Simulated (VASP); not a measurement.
# GaN (P6_3mc) in VASP: further runs

The runs below take GaN through single point, with r2SCAN.

Everything below comes from runs of VASP 6.6.1. Logs are shortened: lines on timing, memory, paths and dates and some standing lists are left out, and cuts for length are marked.

**What was measured.**

“Studying electronic properties in GaN without electrical contacts using γ-γ vs e−-γ Perturbed Angular Correlations”, 2019, pmc:6823545 quotes, for a bulk crystal of GaN: band gap 3.503 ± 0.005 eV (direct).

The results are compared with them further down.

**1. The cell of the first run**

It takes space group P6_3mc (No. 186, hexagonal). Conventional cell: a = 3.183 Å, b = 3.183 Å, c = 5.184 Å, α = 90.00°, β = 90.00°, γ = 120.00°. Within 2.6 Å of Ga (site symmetry 3m) lie 4 N at 1.95 Å. Within 2.6 Å of N (site symmetry 3m) lie 4 Ga at 1.95 Å.

**2. Single point, r2SCAN**

POSCAR reads:

```
GaN
1.0
    3.1830984620      0.0000000000      0.0000000000
   -1.5915492310      2.7566441309      0.0000000000
    0.0000000000      0.0000000000      5.1835962836
Ga N
2 2
Direct
    0.3333333333      0.6666666667     -0.0008898960
    0.6666666667      0.3333333333      0.4991101040
    0.3333333333      0.6666666667      0.3758898960
    0.6666666667      0.3333333333      0.8758898960
```

INCAR.step1 reads:

```
SYSTEM = GaN
ALGO = Normal
EDIFF = 1E-4
ENCUT = 520
GGA = PE
ISMEAR = 0
LASPH = .True.
LCHARG = .False.
LREAL = .False.
LWAVE = .True.
NBANDS = 26
NELM = 60
PREC = Accurate
SIGMA = 0.02
```

INCAR.step2 reads:

```
SYSTEM = GaN
ALGO = Normal
EDIFF = 1E-6
ENCUT = 520
ISIF = 2
ISMEAR = 0
ISTART = 1
LASPH = .True.
LCHARG = .False.
LMIXTAU = .True.
LREAL = .False.
LWAVE = .False.
METAGGA = R2SCAN
NBANDS = 26
NELM = 60
PREC = Accurate
SIGMA = 0.02
```

KPOINTS reads:

```
k-points
0
Gamma
  12 12 6
  0 0 0
```

Potentials or basis: VASP PAW PBE potentials, release 64 (Ga_d, N).

Started as:

```sh
$ cat potpaw_PBE.64/Ga_d/POTCAR potpaw_PBE.64/N/POTCAR > POTCAR
$ cp INCAR.step1 INCAR
$ mpirun -np 1 vasp_std > vasp.out
$ cp INCAR.step2 INCAR
$ mpirun -np 1 vasp_std > vasp.out
```

OUTCAR:

```text
SYSTEM = GaN
   EDIFF = 1E-6
   ENCUT = 520
   ISIF = 2
   ISMEAR = 0
   ISTART = 1
   LASPH = .True.
   LREAL = .False.
   METAGGA = R2SCAN
   NELM = 60
   PREC = Accurate

 ion  position               nearest neighbor table
   1  0.333  0.667  0.999-   4 1.95   4 1.95   4 1.95   3 1.95
   2  0.667  0.333  0.499-   3 1.95   3 1.95   3 1.95   4 1.95
   3  0.333  0.667  0.376-   2 1.95   2 1.95   2 1.95   1 1.95
   4  0.667  0.333  0.876-   1 1.95   1 1.95   1 1.95   2 1.95

  LATTYP: Found a hexagonal cell.
 ALAT       =     3.1830984620
 C/A-ratio  =     1.6284750049

  Lattice vectors:

 A1 = (   3.1830984620,   0.0000000000,   0.0000000000)
 A2 = (  -1.5915492310,   2.7566441309,   0.0000000000)
 A3 = (   0.0000000000,   0.0000000000,   5.1835962836)

Analysis of symmetry for initial positions (statically):
=====================================================================
 Subroutine PRICEL returns:
 Original cell was already a primitive cell.

 Routine SETGRP: Setting up the symmetry group for a
 hexagonal supercell.

 Subroutine GETGRP returns: Found 12 space group operations
 (whereof  6 operations were pure point group operations)
 out of a pool of 24 trial point group operations.

The static configuration has the point symmetry C_3v.
 The point group associated with its full space group is C_6v.

Analysis of symmetry for dynamics (positions and initial velocities):
=====================================================================
 Subroutine PRICEL returns:
 Original cell was already a primitive cell.

 Routine SETGRP: Setting up the symmetry group for a
 hexagonal supercell.

 Subroutine GETGRP returns: Found 12 space group operations
 (whereof  6 operations were pure point group operations)
 out of a pool of 24 trial point group operations.

The dynamic configuration has the point symmetry C_3v.
 The point group associated with its full space group is C_6v.

 Subroutine INISYM returns: Found 12 space group operations
 (whereof  6 operations are pure point group operations),
 and found     1 'primitive' translations

----------------------------------------------------------------------------------------

                                     Primitive cell

  volume of cell :      45.4843

  direct lattice vectors                    reciprocal lattice vectors
     3.183098462  0.000000000  0.000000000     0.314159305  0.181379959  0.000000000
    -1.591549231  2.756644131  0.000000000     0.000000000  0.362759918  0.000000000
     0.000000000  0.000000000  5.183596284     0.000000000  0.000000000  0.192916258

  length of vectors
     3.183098462  3.183098462  5.183596284     0.362759918  0.362759918  0.192916258

  position of ions in fractional coordinates (direct lattice)
     0.333333333  0.666666667  0.999110104
     0.666666667  0.333333333  0.499110104
     0.333333333  0.666666667  0.375889896
     0.666666667  0.333333333  0.875889896

  ion indices of the primitive-cell ions
   primitive index   ion index
                 1           1
                 2           2
                 3           3
                 4           4

----------------------------------------------------------------------------------------

 KPOINTS: k-points

Automatic generation of k-mesh.
 Grid dimensions read from file:
 generate k-points for:   12   12    6

 Generating k-lattice:

  Cartesian coordinates                     Fractional coordinates (reciprocal lattice)
     0.026179942  0.015114997  0.000000000     0.083333333  0.000000000  0.000000000
     0.000000000  0.030229993  0.000000000     0.000000000  0.083333333  0.000000000
     0.000000000  0.000000000  0.032152710     0.000000000  0.000000000  0.166666667

  Length of vectors
     0.030229993  0.030229993  0.032152710

  Shift w.r.t. Gamma in fractional coordinates (k-lattice)
     0.000000000  0.000000000  0.000000000

 Subroutine IBZKPT returns following result:
 ===========================================

 Found     76 irreducible k-points:

 Following reciprocal coordinates:
            Coordinates               Weight
  0.000000  0.000000  0.000000      1.000000
  0.083333  0.000000  0.000000      6.000000
  0.166667  0.000000  0.000000      6.000000
  0.250000  0.000000  0.000000      6.000000
  0.333333 -0.000000  0.000000      6.000000
  0.416667 -0.000000  0.000000      6.000000
[... 16 lines left out ...]
  0.250000  0.000000  0.166667     12.000000
  0.333333 -0.000000  0.166667     12.000000
 [... further k-points ...]
   k-points           NKPTS =     76   k-points in BZ     NKDIM =     76   number of bands    NBANDS=     26
   number of dos      NEDOS =    301   number of ions     NIONS =      4
   total plane-waves  NPLWV =  23040
   dimension x,y,z NGX =    24 NGY =   24 NGZ =   40
   dimension x,y,z NGXF=    48 NGYF=   48 NGZF=   80
   ions per type =               2   2
   NGX,Y,Z   is equivalent  to a cutoff of  12.53, 12.53, 12.83 a.u.
   NGXF,Y,Z  is equivalent  to a cutoff of  25.07, 25.07, 25.66 a.u.
 SYSTEM =  GaN
   PREC   = accura    normal or accurate (medium, high low for compatibility)
   ISTART =      1    job   : 0-new  1-cont  2-samecut
   ICHARG =      0    charge: 1-file 2-atom 10-const
   ISPIN  =      1    spin polarized calculation?
   LNONCOLLINEAR =      F non collinear calculations
   LSORBIT =      F    spin-orbit coupling
   LASPH  =      T    aspherical Exc in radial PAW
   ENCUT  =  520.0 eV  38.22 Ry    6.18 a.u.   5.92  5.92  9.64*2*pi/ulx,y,z
   NELM   =     60;   NELMIN=  2; NELMDL=  0     # of ELM steps
   EDIFF  = 0.1E-05   stopping-criterion for ELM
   LREAL  =      F    real-space projection
   EDIFFG = 0.1E-04   stopping-criterion for IOM
   NSW    =      0    number of steps for IOM
   IBRION =     -1    ionic relax: 0-MD 1-quasi-New 2-CG
   NFREE  =      0    steps in history (QN), initial steepest desc. (CG)
   ISIF   =      2    stress and relaxation
   ISYM   =      2    0-nonsym 1-usesym 2-fastsym
   POTIM  = 0.5000    time-step for ionic-motion
   TEBEG  =    0.0;   TEEND  =   0.0 temperature during run
   PSTRESS=    0.0 pullay stress
   NELECT =      36.0000    total number of electrons
   NUPDOWN=      -1.0000    fix difference up-down
   EMIN   =  10.00;   EMAX   =-10.00  energy-range for DOS
   EFERMI =   0.00;   METHOD = LEGACY
   ISMEAR =     0;   SIGMA  =   0.02  broadening in eV -4-tet -1-fermi 0-gaus
   EFERMI_NEDOS =   21; number of points for ismear=-14 and -15
   IALGO  =     38    algorithm
   IMIX   =      4    mixing-type and parameters
     AMIX     =   0.40;   BMIX     =  1.00
     AMIX_MAG =   1.60;   BMIX_MAG =  1.00
  volume/ion in A,a.u.               =      11.37        76.74
  Fermi-wavevector in a.u.,A,eV,Ry     =   1.514334  2.861676 31.200983  2.293208
  Thomas-Fermi vector in A             =   2.624005
   LORBIT       =      0    0 simple, 1 ext, 2 COOP (PROOUT), +10 PAW based schemes
   METAGGA = R2SCAN    functional components
   LHFCALC =     F    Hartree Fock is set to
   AEXX    =    0.0000 exact exchange contribution
   IVDW    =     0    specifies the selected vdW correction
   LEPSILON=     F    determine dielectric tensor
   LRPA    =     F    only Hartree local field effects (RPA)
 non-spin polarized calculation
 Gauss-broadening in eV      SIGMA  =   0.02
  energy-cutoff  :      520.00
  volume of cell :       45.48
 maximum number of plane-waves:      1248
 NGX is ok and might be reduce to    24
   NGX = 11   NGY = 11   NGZ = 19

 number of electron      35.9999993 magnetization

 Free energy of the ion-electron system (eV)
  ---------------------------------------------------
  ext. energy  EPLUGINS =         0.00000000
  ---------------------------------------------------
  free energy    TOTEN  =       -43.82088178 eV

  energy without entropy =      -43.82088178  energy(sigma->0) =      -43.82088178

 E-fermi :   5.2720     XC(G=0): -12.6638

 val. band max:        5.1016310057   @ k =   0.0000   0.0000   0.0000
 cond. band min:       7.4454229188   @ k =   0.0000   0.0000   0.0000
 fundamental gap:      2.3437919131
 Fermi energy:         5.2719610357

 k-point     1 :       0.0000    0.0000    0.0000
  band No.  band energies     occupation
      1     -11.7108      2.00000
      2     -10.7043      2.00000
      3      -8.7269      2.00000
      4      -8.7111      2.00000
      5      -8.7111      2.00000
      6      -8.6425      2.00000
[... 18 lines left out ...]
     25      17.5894      0.00000
     26      17.5894      0.00000

 k-point     2 :       0.0833    0.0000    0.0000
  band No.  band energies     occupation
      1     -11.6414      2.00000
      2     -10.6838      2.00000
      3      -8.7205      2.00000
      4      -8.7005      2.00000
      5      -8.6876      2.00000
      6      -8.6340      2.00000
[... 18 lines left out ...]
     25      17.2312      0.00000
     26      17.7555      0.00000

 k-point     3 :       0.1667    0.0000    0.0000
  band No.  band energies     occupation
      1     -11.4507      2.00000
      2     -10.6326      2.00000
      3      -8.6952      2.00000
      4      -8.6744      2.00000
      5      -8.6260      2.00000
      6      -8.5950      2.00000
[... 18 lines left out ...]
     25      17.2595      0.00000
     26      18.1406      0.00000

 k-point     4 :       0.2500    0.0000    0.0000
  band No.  band energies     occupation
      1     -11.1919      2.00000
      2     -10.5739      2.00000
      3      -8.6675      2.00000
      4      -8.6471      2.00000
      5      -8.5742      2.00000
      6      -8.5358      2.00000
[... 18 lines left out ...]
     25      17.2878      0.00000
     26      18.6661      0.00000
[... 496 lines left out ...]
      1     -11.3791      2.00000
      2     -10.6636      2.00000
      3      -8.6901      2.00000
      4      -8.6703      2.00000
      5      -8.6258      2.00000
      6      -8.5964      2.00000
[... 18 lines left out ...]
     25      16.8681      0.00000
     26      17.9177      0.00000

 k-point    23 :       0.2500    0.0000    0.1667
  band No.  band energies     occupation
      1     -11.1330      2.00000
      2     -10.5943      2.00000
      3      -8.6666      2.00000
      4      -8.6402      2.00000
      5      -8.5867      2.00000
      6      -8.5437      2.00000
[... 18 lines left out ...]
     25      16.9950      0.00000
     26      18.4914      0.00000

 k-point    24 :       0.3333   -0.0000    0.1667
  band No.  band energies     occupation
      1     -10.9009      2.00000
      2     -10.5400      2.00000
      3      -8.6544      2.00000
      4      -8.6210      2.00000
      5      -8.5542      2.00000
      6      -8.4932      2.00000
[... 18 lines left out ...]
     25      17.2388      0.00000
     26      19.0353      0.00000

 [... further k-points ...]

------------------------ aborting loop because EDIFF is reached ----------------------------------------

  FORCE on cell =-STRESS in cart. coord.  units (eV):
  Direction    XX          YY          ZZ          XY          YZ          ZX
  --------------------------------------------------------------------------------------
  -------------------------------------------------------------------------------------
  Total        0.3183247      0.3183247      0.2820871      0.0000000      0.0000000     -0.0000000
  in kB       11.2129273     11.2129273      9.9364644      0.0000000      0.0000000     -0.0000000
  external PRESSURE =      10.7874397 kB  Pullay stress =       0.0000000 kB

 VOLUME and BASIS-vectors are now :
 -----------------------------------------------------------------------------
  energy-cutoff  :      520.00
  volume of cell :       45.48
      direct lattice vectors                 reciprocal lattice vectors
     3.183098462  0.000000000  0.000000000     0.314159305  0.181379959  0.000000000
    -1.591549231  2.756644131  0.000000000     0.000000000  0.362759918  0.000000000
     0.000000000  0.000000000  5.183596284     0.000000000  0.000000000  0.192916258

 POSITION                                       TOTAL-FORCE (eV/Angst)
 -----------------------------------------------------------------------------------
     -0.00000      1.83776      5.17898        -0.000000      0.000000      0.005332
      1.59155      0.91888      2.58719         0.000000     -0.000000      0.005332
     -0.00000      1.83776      1.94846        -0.000000     -0.000000     -0.005332
      1.59155      0.91888      4.54026        -0.000000     -0.000000     -0.005332
 -----------------------------------------------------------------------------------
    total drift:                                0.000002      0.000004      0.034479

  FREE ENERGIE OF THE ION-ELECTRON SYSTEM (eV)
  ---------------------------------------------------
  free  energy   TOTEN  =       -43.8208817779 eV

  energy  without entropy=      -43.8208817779  energy(sigma->0) =      -43.82088178
```

It used 710 s of CPU time on 1 thread of AMD EPYC 7R13 Processor (Zen 3) (shared host).

What came out:

- Free energy: -43.8209 eV
- Pressure: 1.1 GPa
- Largest force: 0.005 eV/Å
- Band gap on the k mesh: 2.34 eV, direct

Forces on the atoms (eV/Å):
```
Ga   0.000  0.000  0.005
Ga   0.000  0.000  0.005
N    0.000  0.000 -0.005
N    0.000  0.000 -0.005
```

Levels at points of the mesh, in eV from the valence-band top:
| k point | band 15 | band 16 | band 17 | band 18 | band 19 | band 20 | band 21 | band 22 |
| --- | --- | --- | --- | --- | --- | --- | --- | --- |
| (0.00, 0.00, 0.00) | -1.07 | -0.04 | 0.00 | 0.00 | 2.34 | 4.81 | 9.96 | 10.59 |
| (0.50, 0.00, 0.00) | -4.30 | -2.84 | -2.24 | -1.03 | 5.58 | 6.12 | 6.55 | 9.35 |
| (0.00, 0.00, 0.50) | -0.55 | -0.55 | -0.55 | -0.55 | 4.77 | 4.77 | 9.18 | 9.18 |
| (0.50, 0.00, 0.50) | -2.01 | -2.01 | -1.95 | -1.95 | 4.89 | 4.89 | 8.42 | 8.42 |

Caveat: the PAW data sets were made with another functional, which shifts forces and pressure a little.

**3. Single point, r2SCAN**

POSCAR is that of step 2.

INCAR.step1 reads:

```
SYSTEM = GaN
PREC     = Accurate       ! precision mode
ENCUT    = 660            ! plane-wave cutoff, eV
ISMEAR   = 0              ! smearing method
SIGMA    = 0.01           ! smearing width, eV
LREAL    = .FALSE.        ! projectors in reciprocal space
LASPH    = .TRUE.         ! aspherical terms in the spheres
NELM     = 120            ! most SCF steps
NBANDS   = 26             ! bands
GGA      = PE             ! functional
ALGO     = Normal         ! electronic algorithm
EDIFF    = 1E-5           ! SCF threshold, eV
LWAVE    = .TRUE.         ! write WAVECAR
LCHARG   = .FALSE.        ! write CHGCAR
GGA_COMPAT= .FALSE.
```

INCAR.step2 reads:

```
SYSTEM = GaN
PREC     = Accurate       ! precision mode
ENCUT    = 660            ! plane-wave cutoff, eV
EDIFF    = 1E-6           ! SCF threshold, eV
ISMEAR   = 0              ! smearing method
SIGMA    = 0.01           ! smearing width, eV
LREAL    = .FALSE.        ! projectors in reciprocal space
LASPH    = .TRUE.         ! aspherical terms in the spheres
NELM     = 120            ! most SCF steps
ALGO     = Normal         ! electronic algorithm
ISIF     = 2              ! what is computed and relaxed
LWAVE    = .FALSE.        ! write WAVECAR
LCHARG   = .TRUE.         ! write CHGCAR
METAGGA  = R2SCAN         ! meta-GGA
LMIXTAU  = .TRUE.       
LELF     = .TRUE.         ! ELF
LVHAR    = .TRUE.       
NBANDS   = 26             ! bands
ISTART   = 1            
GGA_COMPAT= .FALSE.
```

KPOINTS reads:

```
regular mesh
0
G
  12 12 6
  0 0 0
```

Potentials or basis: VASP PAW PBE potentials, release 64 (Ga_d, N).

Started as:

```sh
$ cat potpaw_PBE.64/Ga_d/POTCAR potpaw_PBE.64/N/POTCAR > POTCAR
$ cp INCAR.step1 INCAR
$ mpirun -np 1 vasp_std > vasp.out
$ cp INCAR.step2 INCAR
$ mpirun -np 1 vasp_std > vasp.out
```

It took 5.1 min on 1 thread of Intel Xeon Platinum 8559C (Emerald Rapids), shared host; peak memory 0.27 GiB.

The run converged. Its results:

```
Free energy            : -43.8221 eV
Pressure               : 1.1 GPa
Band gap on the k mesh : 2.34 eV, direct
```

Forces on the atoms (eV/Å):
```
Ga   0.000  0.000  0.003
Ga   0.000  0.000  0.003
N    0.000  0.000 -0.003
N    0.000  0.000 -0.003
```

Levels at points of the mesh, in eV from the valence-band top:
```
           k point  band 16  band 17  band 18  band 19  band 20  band 21
(0.00, 0.00, 0.00)    -0.04     0.00     0.00     2.34     4.81     9.96
(0.50, 0.00, 0.00)    -2.84    -2.24    -1.03     5.58     6.12     6.55
(0.00, 0.00, 0.50)    -0.55    -0.55    -0.55     4.77     4.77     9.18
(0.50, 0.00, 0.50)    -2.01    -1.95    -1.95     4.89     4.89     8.42
```

Caveat: the PAW data sets were made with another functional, which shifts forces and pressure a little.

**4. Against experiment**

Step 2. Against the measured gap of GaN, 3.503 eV (direct; quoted in “Studying electronic properties in GaN without electrical contacts using γ-γ vs e−-γ Perturbed Angular Correlations”, 2019, pmc:6823545), the calculated 2.34 eV is off by -1.16 eV. Spin-orbit coupling on Ga is left out. The value is that of r2SCAN, without temperature or zero-point motion.
